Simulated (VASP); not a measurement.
# SiC4 (P4mm) in VASP: relaxation of cell and atoms with PBE

Aim: the relaxation of cell and atoms of SiC4 with PBE.

Program: VASP 6.6.1. These are calculated values, not measurements. Logs are shortened: lines on timing, memory, paths and dates and some standing lists are left out, and cuts for length are marked.

### Step 1. The cell of the first run

The structure is tetragonal, space group P4mm (No. 99). The conventional cell has a = 3.511 Å, b = 3.511 Å, c = 5.060 Å, α = 90.00°, β = 90.00°, γ = 90.00°. Within 2.8 Å of Si (site symmetry 4mm) lie 4 C at 2.14 Å. Within 1.9 Å of C (site symmetry m) lie 3 C at 1.42 to 1.48 Å.

The cell was built from a structure type or drawn by symmetry, and may not be a known phase.

### Step 2. Relaxation of cell and atoms, PBE

INCAR reads:

```
  ALGO = Normal
  EDIFF = 1E-7
  EDIFFG = -0.04
  ENCUT = 910
  GGA = PE
  GGA_COMPAT = F
  IBRION = 2
  ISIF = 3
  ISMEAR = 0
  LASPH = T
  LCHARG = F
  LREAL = F
  LWAVE = F
  NELM = 120
  NELMIN = 4
  NSW = 90
  PREC = Accurate
  SIGMA = 0.1
```

KPOINTS reads:

```
k-points
0
Gamma
  6 6 4
```

POSCAR reads:

```
SiC4
1.0
    3.5109618536      0.0000000000      0.0000000000
    0.0000000000      3.5109618536      0.0000000000
    0.0000000000      0.0000000000      5.0595545028
Si C
1 4
Direct
    0.0000000000      0.0000000000      0.5937581261
    0.0000000000      0.2980551293      0.9638104685
    0.7019448707      0.0000000000      0.9638104685
    0.0000000000      0.7019448707      0.9638104685
    0.2980551293      0.0000000000      0.9638104685
```

Potentials or basis: VASP PAW PBE potentials, release 64 (Si, C_h).

Command:

```sh
$ cat potpaw_PBE.64/Si/POTCAR potpaw_PBE.64/C_h/POTCAR > POTCAR
$ mpirun -np 1 vasp_std > vasp.out
```

OUTCAR:

```text
EDIFF = 1E-7
   EDIFFG = -0.04
   ENCUT = 910
   GGA = PE
   IBRION = 2
   ISIF = 3
   ISMEAR = 0
   LASPH = T
   LREAL = F
   NELM = 120
   NELMIN = 4
   NSW = 90
   PREC = Accurate

 ion  position               nearest neighbor table
   1  0.000  0.000  0.594-   2 2.14   3 2.14   4 2.14   5 2.14
   2  0.000  0.298  0.964-   4 1.42   3 1.48   5 1.48   1 2.14
   3  0.702  0.000  0.964-   5 1.42   4 1.48   2 1.48   1 2.14
   4  0.000  0.702  0.964-   2 1.42   3 1.48   5 1.48   1 2.14
   5  0.298  0.000  0.964-   3 1.42   2 1.48   4 1.48   1 2.14

  LATTYP: Found a simple tetragonal cell.
 ALAT       =     3.5109618536
 C/A-ratio  =     1.4410736185

  Lattice vectors:

 A1 = (   3.5109618536,   0.0000000000,   0.0000000000)
 A2 = (   0.0000000000,   3.5109618536,   0.0000000000)
 A3 = (   0.0000000000,   0.0000000000,   5.0595545028)

Analysis of symmetry for initial positions (statically):
=====================================================================
 Subroutine PRICEL returns:
 Original cell was already a primitive cell.

 Routine SETGRP: Setting up the symmetry group for a
 simple tetragonal supercell.

 Subroutine GETGRP returns: Found  8 space group operations
 (whereof  8 operations were pure point group operations)
 out of a pool of 16 trial point group operations.

The static configuration has the point symmetry C_4v.

Analysis of symmetry for dynamics (positions and initial velocities):
=====================================================================
 Subroutine PRICEL returns:
 Original cell was already a primitive cell.

 Routine SETGRP: Setting up the symmetry group for a
 simple tetragonal supercell.

 Subroutine GETGRP returns: Found  8 space group operations
 (whereof  8 operations were pure point group operations)
 out of a pool of 16 trial point group operations.

The dynamic configuration has the point symmetry C_4v.

 Subroutine INISYM returns: Found  8 space group operations
 (whereof  8 operations are pure point group operations),
 and found     1 'primitive' translations

----------------------------------------------------------------------------------------

                                     Primitive cell

  volume of cell :      62.3684

  direct lattice vectors                    reciprocal lattice vectors
     3.510961854  0.000000000  0.000000000     0.284822234  0.000000000  0.000000000
     0.000000000  3.510961854  0.000000000     0.000000000  0.284822234  0.000000000
[... 122 lines left out ...]
 conjugate gradient relaxation of ions
 non-spin polarized calculation
 Gauss-broadening in eV      SIGMA  =   0.10
  energy-cutoff  :      910.00
  volume of cell :       62.37
 maximum number of plane-waves:      3920
 NGX is ok and might be reduce to    36
   NGX = 17   NGY = 17   NGZ = 25

--------------------------------------- Ionic step        1  -------------------------------------------

 number of electron      20.0000000 magnetization

 Free energy of the ion-electron system (eV)
  ---------------------------------------------------
  ext. energy  EPLUGINS =         0.00000000
  ---------------------------------------------------
  free energy    TOTEN  =       -38.09561866 eV

  energy without entropy =      -38.08635512  energy(sigma->0) =      -38.09098689

------------------------ aborting loop because EDIFF is reached ----------------------------------------

  FORCE on cell =-STRESS in cart. coord.  units (eV):
  Direction    XX          YY          ZZ          XY          YZ          ZX
  --------------------------------------------------------------------------------------
  -------------------------------------------------------------------------------------
  Total        0.0482581      0.0482581     -0.2953923      0.0000000      0.0000000      0.0000000
  in kB        1.2397000      1.2397000     -7.5883123      0.0000000      0.0000000      0.0000000
  external PRESSURE =      -1.7029708 kB  Pullay stress =       0.0000000 kB
[... 98 lines left out ...]
  FREE ENERGIE OF THE ION-ELECTRON SYSTEM (eV)
  ---------------------------------------------------
  free  energy   TOTEN  =       -38.0988419897 eV

  energy  without entropy=      -38.0887707815  energy(sigma->0) =      -38.09380639

[... ionic steps 4 to 19 ...]

--------------------------------------- Ionic step       20  -------------------------------------------

 number of electron      20.0000000 magnetization

------------------------ aborting loop because EDIFF is reached ----------------------------------------
[... 73 lines left out ...]
--------------------------------------- Ionic step       22  -------------------------------------------

 number of electron      20.0000000 magnetization

 Free energy of the ion-electron system (eV)
  ---------------------------------------------------
  ext. energy  EPLUGINS =         0.00000000
  ---------------------------------------------------
  free energy    TOTEN  =       -38.13316931 eV

  energy without entropy =      -38.12736882  energy(sigma->0) =      -38.13026907

 E-fermi :   4.8573     XC(G=0):  -9.0468

 val. band max:        4.8121047465   @ k =   0.5000   0.0000   0.5000
 cond. band min:       4.9006823650   @ k =   0.3333   0.0000   0.0000
 fundamental gap:      0.0885776185
 Fermi energy:         4.8573136834

 k-point     1 :       0.0000    0.0000    0.0000
  band No.  band energies     occupation
      1     -15.9091      2.00000
      2      -7.1801      2.00000
      3      -6.9028      2.00000
      4      -6.0538      2.00000
      5      -6.0538      2.00000
      6      -5.2892      2.00000
      7      -0.7190      2.00000
      8       0.4922      2.00000
      9       4.5377      1.99999
     10       4.5377      1.99999
     11       4.7441      1.89064
     12       9.4324      0.00000
     13       9.4324      0.00000
     14       9.9456      0.00000
[... 377 lines left out ...]
      1     -15.1282      2.00000
      2     -11.0156      2.00000
      3      -6.9012      2.00000
      4      -4.9307      2.00000
      5      -4.5042      2.00000
      6      -2.2238      2.00000
      7      -1.4161      2.00000
      8      -0.5423      2.00000
      9       1.7576      2.00000
     10       4.8121      1.47741
     11       5.6940      0.00000
     12       7.4076      0.00000
     13       8.5636      0.00000
     14       8.6913      0.00000

 [... further k-points ...]
[... 5 lines left out ...]
  --------------------------------------------------------------------------------------
  -------------------------------------------------------------------------------------
  Total       -0.0176729     -0.0176729      0.0398093      0.0000000      0.0000000      0.0000000
  in kB       -0.4304533     -0.4304533      0.9696237      0.0000000      0.0000000      0.0000000
  external PRESSURE =       0.0362391 kB  Pullay stress =       0.0000000 kB
[... 20 lines left out ...]
  FREE ENERGIE OF THE ION-ELECTRON SYSTEM (eV)
  ---------------------------------------------------
  free  energy   TOTEN  =       -38.1331693131 eV

  energy  without entropy=      -38.1273688225  energy(sigma->0) =      -38.13026907

 reached required accuracy - stopping structural energy minimisation
```

OSZICAR:

```text
N       E                     dE             d eps       ncg     rms          rms(c)
DAV:   1     0.104724591838E+03    0.10472E+03   -0.12848E+04   840   0.196E+03
DAV:   2    -0.277966274246E+02   -0.13252E+03   -0.12811E+03  1184   0.262E+02
DAV:   3    -0.411128298032E+02   -0.13316E+02   -0.13163E+02  1128   0.935E+01
[... 196 lines left out ...]
DAV:   1    -0.381331813307E+02   -0.10769E-03   -0.35563E-03   888   0.618E-01    0.244E-02
DAV:   2    -0.381331737278E+02    0.76030E-05   -0.10257E-04  1158   0.900E-02    0.126E-02
DAV:   3    -0.381331697609E+02    0.39669E-05   -0.99804E-06  1098   0.236E-02    0.603E-03
DAV:   4    -0.381331692697E+02    0.49117E-06   -0.15760E-06  1116   0.926E-03    0.214E-03
DAV:   5    -0.381331693131E+02   -0.43311E-07   -0.82529E-08   672   0.251E-03
  22 F= -.38133169E+02 E0= -.38130269E+02  d E =-.149075E-03
```

CONTCAR:

```text
SiC4
   1.00000000000000
     3.5395328097238745    0.0000000000000000    0.0000000000000000
     0.0000000000000000    3.5395328097238745   -0.0000000000000000
     0.0000000000000000   -0.0000000000000000    5.2504914917670940
  Si              C
     1     4
Direct
     0.0000000000000000    0.0000000000000000    0.6190253326985214
     0.0000000000000000    0.2964569599933578    0.9574936668503695
     0.7035430400066423    0.0000000000000000    0.9574936668503695
     0.0000000000000000    0.7035430400066423    0.9574936668503695
     0.2964569599933578    0.0000000000000000    0.9574936668503695

  0.00000000E+00  0.00000000E+00  0.00000000E+00
  0.00000000E+00  0.00000000E+00  0.00000000E+00
  0.00000000E+00  0.00000000E+00  0.00000000E+00
  0.00000000E+00  0.00000000E+00  0.00000000E+00
  0.00000000E+00  0.00000000E+00  0.00000000E+00
```

Wall time 6.1 min (1 thread of Intel Xeon 6975P-C (Granite Rapids), shared host); peak memory 0.26 GiB.

What came out:

- Free energy: -38.1332 eV
- Relaxed volume: 13.16 Å³/atom
- Relaxed cell: a = 3.540 Å, b = 3.540 Å, c = 5.250 Å, α = 90.00°, β = 90.00°, γ = 90.00°
- Space group after relaxing (to 0.1 Å): P4mm (No. 99)
- Energy gained by relaxing: 7.5 meV/atom
- Ionic steps: 22
- Pressure after relaxing: 0.0 GPa
- Largest force after relaxing: 0.021 eV/Å
- Band gap on the k mesh: zero (bands 10 and 11 overlap by 0.30 eV)

Forces on the atoms (eV/Å):
```
Si   0.000  0.000 -0.021
C    0.000  0.000  0.005
C    0.000  0.000  0.005
C    0.000  0.000  0.005
C    0.000  0.000  0.005
```

Stress tensor (GPa, compression positive):
```
-0.04  0.00  0.00
 0.00 -0.04  0.00
 0.00  0.00  0.10
```

The path:
```
step  energy change (eV)  largest force (eV/Å)  pressure (GPa)  volume (Å³)
   1              0.0000                0.2834           -0.17        62.37
   2             -0.0027                0.4561            0.89        62.25
   3             -0.0032                0.3440            0.57        62.28
   4             -0.0053                0.3504            0.68        62.28
   5             -0.0114                0.3416            1.02        62.28
   6             -0.0198                0.4380            1.79        62.28
   7             -0.0254                0.0818            0.98        62.51
   8             -0.0254                0.0913            0.95        62.52
   9             -0.0264                0.0136            0.67        62.63
  10             -0.0271                0.1416            0.11        62.86
  11             -0.0276                0.1641            0.07        62.95
  12             -0.0279                0.1978            0.02        63.09
  13             -0.0283                0.1948            0.01        63.14
  14             -0.0294                0.1854           -0.02        63.28
  15             -0.0313                0.1636           -0.08        63.57
  16             -0.0341                0.1104           -0.18        64.15
  17             -0.0361                0.2375           -0.34        65.31
  18             -0.0366                0.1837           -0.27        65.43
  19             -0.0374                0.0671           -0.06        65.77
  20             -0.0374                0.0712           -0.04        65.81
  21             -0.0375                0.0584           -0.03        65.80
  22             -0.0376                0.0208            0.00        65.78
```

Final structure:
```yaml
crystal:
  lattice:
    - [3.53953, 0.00000, 0.00000]
    - [0.00000, 3.53953, 0.00000]
    - [0.00000, 0.00000, 5.25049]
  atoms:
    - { symbol: Si, position: [0.00000, 0.00000, 0.61903] }
    - { symbol: C, position: [0.00000, 0.29646, 0.95749] }
    - { symbol: C, position: [0.70354, 0.00000, 0.95749] }
    - { symbol: C, position: [0.00000, 0.70354, 0.95749] }
    - { symbol: C, position: [0.29646, 0.00000, 0.95749] }
```

Levels at points of the mesh, in eV from the Fermi level:
| k point | band 7 | band 8 | band 9 | band 10 | band 11 | band 12 | band 13 | band 14 |
| --- | --- | --- | --- | --- | --- | --- | --- | --- |
| (0.00, 0.00, 0.00) | -5.58 | -4.37 | -0.32 | -0.32 | -0.11 | 4.58 | 4.58 | 5.09 |
| (0.50, 0.00, 0.00) | -6.24 | -5.10 | -4.34 | -0.42 | 0.15 | 2.97 | 3.66 | 5.30 |
| (0.50, 0.50, 0.00) | -5.43 | -4.33 | -4.33 | -3.02 | 0.69 | 0.69 | 4.10 | 6.10 |
| (0.00, 0.00, 0.50) | -4.36 | -4.23 | -0.54 | -0.54 | -0.25 | 2.05 | 4.95 | 4.95 |
| (0.50, 0.00, 0.50) | -6.27 | -5.40 | -3.10 | -0.05 | 0.84 | 2.55 | 3.71 | 3.83 |
| (0.50, 0.50, 0.50) | -5.55 | -4.47 | -4.47 | -1.79 | 1.76 | 1.76 | 3.43 | 4.19 |

Caveat: the cutoff is under 1.25 times the usual one of these potentials, so pressure, stress and relaxed cells hold a basis-set (Pulay) error; semilocal functionals underestimate gaps, so a narrow gap can read as zero.
